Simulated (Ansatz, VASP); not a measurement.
## Be5Te: VASP beside Ansatz

```
CELL_PARAMETERS angstrom
4.01094 0.00000 0.00000
-2.00547 3.47357 0.00000
0.00000 0.00000 12.89905
ATOMIC_POSITIONS crystal
Be 0.33333 0.66667 0.02358
Be 0.33364 0.32700 0.88251
Be 0.00000 0.00000 0.02416
Be 0.99336 0.66636 0.88251
Be 0.66667 0.33333 0.02416
Be 0.85288 0.66678 0.16204
Be 0.33322 0.18610 0.16204
Be 0.81390 0.14712 0.16204
Be 0.67300 0.00664 0.88251
Be 0.33333 0.66667 0.52353
Te 0.66667 0.33333 0.55857
Te 0.33333 0.66667 0.28634
```

Alike in both runs: functional PBE; k mesh 5 × 5 × 2; occupations gaussian, width 0.2 eV; no spin polarisation.

Ansatz relaxed the structure, and its values are those at the end. VASP's run is a single point on that final structure, the one shown.

|  | VASP | Ansatz |
| --- | --- | --- |
| version | VASP 6.6.1 | Ansatz 0.2.0 |
| potentials or method | VASP PAW PBE potentials, release 64 (Be, Te), cutoff 520 eV | scalar-relativistic, plane waves, PAW |
| valence electrons in the cell | 32 | 52 |

```csv
,VASP,Ansatz,Ansatz less VASP
gap on the k mesh at the Fermi level (eV),0.81,0.80,-0.001
least direct gap on the mesh (eV),0.81,0.80,-0.001
pressure (GPa),0.3,0.1,-0.12
rms of the force components (eV/Å),0.011,0.008,-0.0025
```

VASP's potentials hold 32 valence electrons a cell and Ansatz's 52, so a difference there can come from the potentials and not from the codes.

Neither program's run includes spin-orbit coupling.
